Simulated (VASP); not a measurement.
# MgS (P1) in VASP: notebook

The runs below take MgS through single point, with PBE.

Program: VASP 6.6.1. These are calculated values, not measurements. Logs are shortened: lines on timing, memory, paths and dates and some standing lists are left out, and cuts for length are marked.

## (1) The cell of the first run

The typed cell holds 4 atoms: a = 4.035 Å, b = 4.035 Å, c = 6.432 Å, α = 90.00°, β = 90.00°, γ = 120.00°.

## (2) Single point, PBE (atom 3 (S) moved by (-0.225, -0.450) A along x and y)

File INCAR:

```
SYSTEM = MgS
PREC = Accurate ; ENCUT = 520
EDIFF = 1E-6 ; ISMEAR = 0
SIGMA = 0.05 ; LREAL = .FALSE.
LASPH = .TRUE. ; NELM = 100
ALGO = Normal ; ISIF = 2
LWAVE = .FALSE. ; LCHARG = .TRUE.
GGA = PE ; LELF = .TRUE.
LVHAR = .TRUE. ; NBANDS = 16
```

File KPOINTS:

```
Automatic mesh
0
G
  6 6 4
  0 0 0
```

File POSCAR:

```
MgS
1.0
    4.0346224068      0.0000000000      0.0000000000
   -2.0173112034      3.4940854990      0.0000000000
    0.0000000000      0.0000000000      6.4322941800
Mg S
2 2
Direct
    0.6666666667      0.3333333333      0.4957548500
    0.3333333333      0.6666666667      0.9957548500
    0.2131715010      0.5378776029      0.3792441500
    0.6666666667      0.3333333333      0.8792441500
```

Potentials or basis: VASP PAW PBE potentials, release 64 (Mg, S).

On the command line:

```
cat potpaw_PBE.64/Mg/POTCAR potpaw_PBE.64/S/POTCAR > POTCAR
mpirun -np 1 vasp_std > vasp.out
```

OUTCAR:

```text
SYSTEM = MgS
   PREC = Accurate
   ENCUT = 520
   EDIFF = 1E-6
   ISMEAR = 0
   LREAL = .FALSE.
   LASPH = .TRUE.
   NELM = 100
   ISIF = 2
   GGA = PE

 ion  position               nearest neighbor table
   1  0.667  0.333  0.496-   3 2.07   4 2.47   3 2.47   3 2.89
   2  0.333  0.667  0.996-   4 2.45   4 2.45   4 2.45   3 2.52
   3  0.213  0.538  0.379-   1 2.07   1 2.47   2 2.52   1 2.89
   4  0.667  0.333  0.879-   2 2.45   2 2.45   2 2.45   1 2.47

  LATTYP: Found a hexagonal cell.
 ALAT       =     4.0346224068
 C/A-ratio  =     1.5942741430

  Lattice vectors:

 A1 = (   4.0346224068,   0.0000000000,   0.0000000000)
 A2 = (  -2.0173112034,   3.4940854990,   0.0000000000)
 A3 = (   0.0000000000,   0.0000000000,   6.4322941800)

Analysis of symmetry for initial positions (statically):
=====================================================================
 Subroutine PRICEL returns:
 Original cell was already a primitive cell.

 Routine SETGRP: Setting up the symmetry group for a
 hexagonal supercell.

 Subroutine GETGRP returns: Found  1 space group operations
 (whereof  1 operations were pure point group operations)
 out of a pool of 24 trial point group operations.

The static configuration has the point symmetry C_1 .

Analysis of symmetry for dynamics (positions and initial velocities):
=====================================================================
 Subroutine PRICEL returns:
 Original cell was already a primitive cell.

 Routine SETGRP: Setting up the symmetry group for a
 hexagonal supercell.

 Subroutine GETGRP returns: Found  1 space group operations
 (whereof  1 operations were pure point group operations)
 out of a pool of 24 trial point group operations.

The dynamic configuration has the point symmetry C_1 .

 Subroutine INISYM returns: Found  1 space group operations
 (whereof  1 operations are pure point group operations),
 and found     1 'primitive' translations

----------------------------------------------------------------------------------------

                                     Primitive cell

  volume of cell :      90.6781

  direct lattice vectors                    reciprocal lattice vectors
     4.034622407  0.000000000  0.000000000     0.247854669  0.143098960  0.000000000
    -2.017311203  3.494085499  0.000000000     0.000000000  0.286197919  0.000000000
     0.000000000  0.000000000  6.432294180     0.000000000  0.000000000  0.155465526

  length of vectors
     4.034622407  4.034622407  6.432294180     0.286197919  0.286197919  0.155465526

  position of ions in fractional coordinates (direct lattice)
     0.666666667  0.333333333  0.495754850
     0.333333333  0.666666667  0.995754850
     0.213171501  0.537877603  0.379244150
     0.666666667  0.333333333  0.879244150

  ion indices of the primitive-cell ions
   primitive index   ion index
                 1           1
                 2           2
                 3           3
                 4           4

----------------------------------------------------------------------------------------

 KPOINTS: Automatic mesh

Automatic generation of k-mesh.
 Grid dimensions read from file:
 generate k-points for:    6    6    4

 Generating k-lattice:

  Cartesian coordinates                     Fractional coordinates (reciprocal lattice)
     0.041309111  0.023849827  0.000000000     0.166666667  0.000000000  0.000000000
     0.000000000  0.047699653  0.000000000     0.000000000  0.166666667  0.000000000
     0.000000000  0.000000000  0.038866382     0.000000000  0.000000000  0.250000000

  Length of vectors
     0.047699653  0.047699653  0.038866382

  Shift w.r.t. Gamma in fractional coordinates (k-lattice)
     0.000000000  0.000000000  0.000000000

 Subroutine IBZKPT returns following result:
 ===========================================

 Found     76 irreducible k-points:

 Following reciprocal coordinates:
            Coordinates               Weight
  0.000000  0.000000  0.000000      1.000000
  0.166667  0.000000  0.000000      2.000000
  0.000000  0.166667  0.000000      2.000000
 -0.166667  0.166667  0.000000      2.000000
  0.333333 -0.000000  0.000000      2.000000
  0.000000  0.333333  0.000000      2.000000
[... 16 lines left out ...]
  0.000000  0.166667  0.250000      2.000000
 -0.166667  0.166667  0.250000      2.000000
 [... further k-points ...]
   k-points           NKPTS =     76   k-points in BZ     NKDIM =     76   number of bands    NBANDS=     16
   number of dos      NEDOS =    301   number of ions     NIONS =      4
   total plane-waves  NPLWV =  43200
   dimension x,y,z NGX =    30 NGY =   30 NGZ =   48
   dimension x,y,z NGXF=    60 NGYF=   60 NGZF=   96
   ions per type =               2   2
   NGX,Y,Z   is equivalent  to a cutoff of  12.36, 12.36, 12.41 a.u.
   NGXF,Y,Z  is equivalent  to a cutoff of  24.72, 24.72, 24.81 a.u.
 SYSTEM =  MgS
   PREC   = accura    normal or accurate (medium, high low for compatibility)
   ISTART =      0    job   : 0-new  1-cont  2-samecut
   ICHARG =      2    charge: 1-file 2-atom 10-const
   ISPIN  =      1    spin polarized calculation?
   LNONCOLLINEAR =      F non collinear calculations
   LSORBIT =      F    spin-orbit coupling
   LASPH  =      T    aspherical Exc in radial PAW
   ENCUT  =  520.0 eV  38.22 Ry    6.18 a.u.   7.50  7.50 11.96*2*pi/ulx,y,z
   NELM   =    100;   NELMIN=  2; NELMDL= -5     # of ELM steps
   EDIFF  = 0.1E-05   stopping-criterion for ELM
   LREAL  =      F    real-space projection
   EDIFFG = 0.1E-04   stopping-criterion for IOM
   NSW    =      0    number of steps for IOM
   IBRION =     -1    ionic relax: 0-MD 1-quasi-New 2-CG
   NFREE  =      0    steps in history (QN), initial steepest desc. (CG)
   ISIF   =      2    stress and relaxation
   ISYM   =      2    0-nonsym 1-usesym 2-fastsym
   POTIM  = 0.5000    time-step for ionic-motion
   TEBEG  =    0.0;   TEEND  =   0.0 temperature during run
   PSTRESS=    0.0 pullay stress
   NELECT =      16.0000    total number of electrons
   NUPDOWN=      -1.0000    fix difference up-down
   EMIN   =  10.00;   EMAX   =-10.00  energy-range for DOS
   EFERMI =   0.00;   METHOD = LEGACY
   ISMEAR =     0;   SIGMA  =   0.05  broadening in eV -4-tet -1-fermi 0-gaus
   EFERMI_NEDOS =   21; number of points for ismear=-14 and -15
   IALGO  =     38    algorithm
   IMIX   =      4    mixing-type and parameters
     AMIX     =   0.40;   BMIX     =  1.00
     AMIX_MAG =   1.60;   BMIX_MAG =  1.00
  volume/ion in A,a.u.               =      22.67       152.98
  Fermi-wavevector in a.u.,A,eV,Ry     =   0.918221  1.735187 11.471486  0.843130
  Thomas-Fermi vector in A             =   2.043279
   LORBIT       =      0    0 simple, 1 ext, 2 COOP (PROOUT), +10 PAW based schemes
   GGA     = PE    functional components
   LHFCALC =     F    Hartree Fock is set to
   AEXX    =    0.0000 exact exchange contribution
   IVDW    =     0    specifies the selected vdW correction
   LEPSILON=     F    determine dielectric tensor
   LRPA    =     F    only Hartree local field effects (RPA)
 non-spin polarized calculation
 Gauss-broadening in eV      SIGMA  =   0.05
  energy-cutoff  :      520.00
  volume of cell :       90.68
 maximum number of plane-waves:      2466
   NGX = 15   NGY = 15   NGZ = 23

 number of electron      16.0000002 magnetization

 Free energy of the ion-electron system (eV)
  ---------------------------------------------------
  ext. energy  EPLUGINS =         0.00000000
  ---------------------------------------------------
  free energy    TOTEN  =       -16.15501086 eV

  energy without entropy =      -16.15501086  energy(sigma->0) =      -16.15501086

 E-fermi :   1.6777     XC(G=0):  -8.3782

 val. band max:        1.3981664617   @ k =   0.0000   0.0000   0.0000
 cond. band min:       4.5257579809   @ k =   0.0000   0.0000   0.0000
 fundamental gap:      3.1275915191
 Fermi energy:         1.6776585123

 k-point     1 :       0.0000    0.0000    0.0000
  band No.  band energies     occupation
      1     -10.2434      2.00000
      2      -9.5031      2.00000
      3      -2.0387      2.00000
      4       0.2679      2.00000
      5       0.7743      2.00000
      6       0.9538      2.00000
[... 8 lines left out ...]
     15       9.8189      0.00000
     16      10.3756      0.00000

 k-point     2 :       0.1667    0.0000    0.0000
  band No.  band energies     occupation
      1     -10.1056      2.00000
      2      -9.4433      2.00000
      3      -1.8203      2.00000
      4      -0.3512      2.00000
      5       0.1366      2.00000
      6       0.5753      2.00000
[... 8 lines left out ...]
     15       9.6136      0.00000
     16      10.0605      0.00000

 k-point     3 :       0.0000    0.1667    0.0000
  band No.  band energies     occupation
      1     -10.1227      2.00000
      2      -9.4327      2.00000
      3      -1.8497      2.00000
      4      -0.1471      2.00000
      5       0.1519      2.00000
      6       0.5601      2.00000
[... 8 lines left out ...]
     15       9.6888      0.00000
     16       9.9226      0.00000

 k-point     4 :      -0.1667    0.1667    0.0000
  band No.  band energies     occupation
      1     -10.1114      2.00000
      2      -9.4394      2.00000
      3      -1.8294      2.00000
      4      -0.3026      2.00000
      5       0.1670      2.00000
      6       0.6168      2.00000
[... 8 lines left out ...]
     15       9.6716      0.00000
     16      10.1933      0.00000

 k-point     5 :       0.3333   -0.0000    0.0000
  band No.  band energies     occupation
      1      -9.7682      2.00000
      2      -9.3568      2.00000
      3      -1.4588      2.00000
      4      -1.1261      2.00000
      5      -0.9608      2.00000
      6       0.2270      2.00000
[... 8 lines left out ...]
     15       9.4874      0.00000
     16      11.3052      0.00000

 k-point     6 :       0.0000    0.3333    0.0000
  band No.  band energies     occupation
      1      -9.8506      2.00000
      2      -9.2937      2.00000
      3      -1.5339      2.00000
      4      -1.2154      2.00000
      5      -0.4299      2.00000
      6      -0.0817      2.00000
[... 8 lines left out ...]
     15      10.7459      0.00000
     16      11.2258      0.00000
[... 267 lines left out ...]
 k-point    21 :       0.0000    0.0000    0.2500
  band No.  band energies     occupation
      1     -10.1490      2.00000
      2      -9.6285      2.00000
      3      -1.6751      2.00000
      4       0.2811      2.00000
      5       0.5411      2.00000
      6       0.7812      2.00000
[... 8 lines left out ...]
     15       9.7302      0.00000
     16       9.9695      0.00000

 k-point    22 :       0.1667    0.0000    0.2500
  band No.  band energies     occupation
      1     -10.0219      2.00000
      2      -9.5498      2.00000
      3      -1.6176      2.00000
      4      -0.1925      2.00000
      5      -0.0508      2.00000
      6       0.5951      2.00000
[... 8 lines left out ...]
     15       9.6660      0.00000
     16      10.2349      0.00000

 k-point    23 :       0.0000    0.1667    0.2500
  band No.  band energies     occupation
      1     -10.0357      2.00000
      2      -9.5453      2.00000
      3      -1.5735      2.00000
      4      -0.1042      2.00000
      5       0.1908      2.00000
      6       0.4658      2.00000
[... 8 lines left out ...]
     15       9.9191      0.00000
     16      10.1733      0.00000

 k-point    24 :      -0.1667    0.1667    0.2500
  band No.  band energies     occupation
      1     -10.0238      2.00000
      2      -9.5514      2.00000
      3      -1.5412      2.00000
      4      -0.3154      2.00000
      5      -0.0349      2.00000
      6       0.6057      2.00000
[... 8 lines left out ...]
     15       9.9900      0.00000
     16      10.3436      0.00000

 [... further k-points ...]

------------------------ aborting loop because EDIFF is reached ----------------------------------------

  FORCE on cell =-STRESS in cart. coord.  units (eV):
  Direction    XX          YY          ZZ          XY          YZ          ZX
  --------------------------------------------------------------------------------------
  -------------------------------------------------------------------------------------
  Total        6.3357574     -0.2145836      1.1086051      2.3016384     -1.1233073     -2.4343932
  in kB      111.9455407     -3.7914461     19.5877761     40.6673013    -19.8475466    -43.0129256
  external PRESSURE =      42.5806236 kB  Pullay stress =       0.0000000 kB

 VOLUME and BASIS-vectors are now :
 -----------------------------------------------------------------------------
  energy-cutoff  :      520.00
  volume of cell :       90.68
      direct lattice vectors                 reciprocal lattice vectors
     4.034622407  0.000000000  0.000000000     0.247854669  0.143098960  0.000000000
    -2.017311203  3.494085499  0.000000000     0.000000000  0.286197919  0.000000000
     0.000000000  0.000000000  6.432294180     0.000000000  0.000000000  0.155465526

 POSITION                                       TOTAL-FORCE (eV/Angst)
 -----------------------------------------------------------------------------------
      2.01731      1.16470      3.18884        -3.537704     -1.857656      1.331013
     -0.00000      2.32939      6.40499        -0.072768     -0.134341      0.204444
     -0.22500      1.87939      2.43941         3.717520      2.083040     -1.488271
      2.01731      1.16470      5.65556        -0.107048     -0.091043     -0.047186
 -----------------------------------------------------------------------------------
    total drift:                                0.000128      0.000036      0.000021

  FREE ENERGIE OF THE ION-ELECTRON SYSTEM (eV)
  ---------------------------------------------------
  free  energy   TOTEN  =       -16.1550108583 eV

  energy  without entropy=      -16.1550108583  energy(sigma->0) =      -16.15501086
```

It took 2.6 min on 1 thread of Intel Xeon 8259CL, shared host; peak memory 0.26 GiB.

Results:

| Quantity | Value |
| --- | --- |
| Free energy | -16.1550 eV |
| Pressure | 4.3 GPa |
| Largest force | 4.514 eV/Å |
| Band gap on the k mesh | 3.13 eV |

Forces in eV/Å, atoms in the order of the input:
```
Mg  -3.538 -1.858  1.331
Mg  -0.073 -0.134  0.204
S    3.718  2.083 -1.488
S   -0.107 -0.091 -0.047
```

Caveat: the cell differs from its parent crystal (atom 3 (S) moved by (-0.225, -0.450) A along x and y); the cell stands under pressure; forces of over 1 eV/Å act on the atoms, so gaps and moduli don't describe the material at rest.

## (3) Single point, PBE (atom 3 (S) moved by (-0.225, +0.000) A along x and y)

File INCAR:

```
SYSTEM = MgS
PREC = Accurate ; ENCUT = 520
EDIFF = 1E-6 ; ISMEAR = 0
SIGMA = 0.05 ; LREAL = .False.
LASPH = .True. ; NELM = 60
ALGO = Normal ; ISIF = 2
LWAVE = .False. ; LCHARG = .False.
GGA = PE ; NBANDS = 16
```

File KPOINTS:

```
Automatic mesh
0
Gamma
  6 6 4
  0 0 0
```

Changes to POSCAR since step 2:

```diff
@@ -10,3 +10,3 @@
     0.3333333333      0.6666666667      0.9957548500
-    0.2131715010      0.5378776029      0.3792441500
+    0.2775660329      0.6666666667      0.3792441500
     0.6666666667      0.3333333333      0.8792441500
```

Potentials or basis: VASP PAW PBE potentials, release 64 (Mg, S).

On the command line:

```
cat potpaw_PBE.64/Mg/POTCAR potpaw_PBE.64/S/POTCAR > POTCAR
mpirun -np 1 vasp_std > vasp.out
```

Run time: 2 min. Hardware: 1 thread of Intel Xeon 8259CL, shared host; peak memory 0.25 GiB.

It converged, with:

```
Free energy            : -16.8148 eV
Pressure               : 1.6 GPa
Largest force          : 1.569 eV/Å
Band gap on the k mesh : 3.36 eV
```

Forces in eV/Å, atoms in the order of the input:
```
Mg  -1.341 -0.433  0.295
Mg  -0.065 -0.002  0.084
S    1.468  0.446 -0.330
S   -0.062 -0.011 -0.049
```

Stress tensor (GPa, compression positive):
```
 2.24  2.69 -1.50
 2.69  1.61 -0.54
-1.50 -0.54  0.95
```

Levels at points of the mesh, in eV from the valence-band top:
| k point | band 4 | band 5 | band 6 | band 7 | band 8 | band 9 | band 10 | band 11 | band 12 | band 13 |
| --- | --- | --- | --- | --- | --- | --- | --- | --- | --- | --- |
| (0.00, 0.00, 0.00) | -0.81 | -0.51 | -0.26 | -0.17 | 0.00 | 3.36 | 4.62 | 7.37 | 7.51 | 8.05 |
| (0.50, 0.00, 0.00) | -2.68 | -1.77 | -1.24 | -1.19 | -0.45 | 4.67 | 5.41 | 6.03 | 7.45 | 7.98 |
| (0.00, 0.50, 0.00) | -2.50 | -1.95 | -1.27 | -0.97 | -0.53 | 4.69 | 5.12 | 5.70 | 7.42 | 8.23 |
| (0.50, 0.50, 0.00) | -2.32 | -2.06 | -1.38 | -0.75 | -0.59 | 4.66 | 4.85 | 5.51 | 7.40 | 8.30 |
| (0.00, 0.00, 0.50) | -1.96 | -0.64 | -0.44 | -0.43 | -0.21 | 4.80 | 4.83 | 7.34 | 7.39 | 7.56 |
| (0.50, 0.00, 0.50) | -3.19 | -0.97 | -0.84 | -0.80 | -0.70 | 4.43 | 4.50 | 6.19 | 6.32 | 9.15 |
| (0.00, 0.50, 0.50) | -3.17 | -1.06 | -0.94 | -0.86 | -0.72 | 4.55 | 4.59 | 6.15 | 6.20 | 9.06 |
| (0.50, 0.50, 0.50) | -2.98 | -1.13 | -1.00 | -0.94 | -0.87 | 4.71 | 4.76 | 6.08 | 6.23 | 9.08 |

Caveat: the cell differs from its parent crystal (atom 3 (S) moved by (-0.225, +0.000) A along x and y); forces of over 1 eV/Å act on the atoms, so gaps and moduli don't describe the material at rest.
